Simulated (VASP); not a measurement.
Here is a VASP 6.6.1 calculation.

File INCAR:

```
SYSTEM = GeW
PREC     = Accurate       ! precision mode
ENCUT    = 600            ! plane-wave cutoff, eV
EDIFF    = 1E-8           ! SCF threshold, eV
ISMEAR   = -1             ! smearing method
SIGMA    = 0.05           ! smearing width, eV
LREAL    = .False.        ! projectors in reciprocal space
LASPH    = .True.         ! aspherical terms in the spheres
NELM     = 60             ! most SCF steps
ALGO     = Normal         ! electronic algorithm
ISIF     = 3              ! what is computed and relaxed
LWAVE    = .False.        ! write WAVECAR
LCHARG   = .False.        ! write CHGCAR
GGA      = PE             ! functional
NBANDS   = 21             ! bands
IBRION   = 6              ! ionic algorithm
NFREE    = 2            
POTIM    = 0.015          ! step
NSW      = 1              ! ionic steps
```

KPOINTS

```
regular mesh
0
Gamma
  7 7 7
  0 0 0
```

Contents of POSCAR:

```
GeW
1.0
    0.0000000000      2.5776100000      2.5776100000
    2.5776100000      0.0000000000      2.5776100000
    2.5776100000      2.5776100000      0.0000000000
Ge W
1 1
Direct
    0.5000000000      0.5000000000      0.5000000000
    0.0000000000      0.0000000000      0.0000000000
```

Potentials or basis: VASP PAW PBE potentials, release 64 (Ge_d, W_sv).

Run with:

```console
$ cat potpaw_PBE.64/Ge_d/POTCAR potpaw_PBE.64/W_sv/POTCAR > POTCAR
$ mpirun -np 1 vasp_std > vasp.out
```

**Question.** Predict the elastic constants C11, C12, C44.

**Answer.** 335, 92, 3 GPa.

**Question.** What does it give for the Voigt bulk modulus?

**Answer.** 173 GPa.

**Question.** Estimate the highest phonon frequency at Γ.

**Answer.** 218 cm⁻¹.

Clamped-ion elastic tensor (GPa):
```
335  92  92   0   0   0
 92 335  92   0   0   0
 92  92 335   0   0   0
  0   0   0   3   0   0
  0   0   0   0   3   0
  0   0   0   0   0   3
```
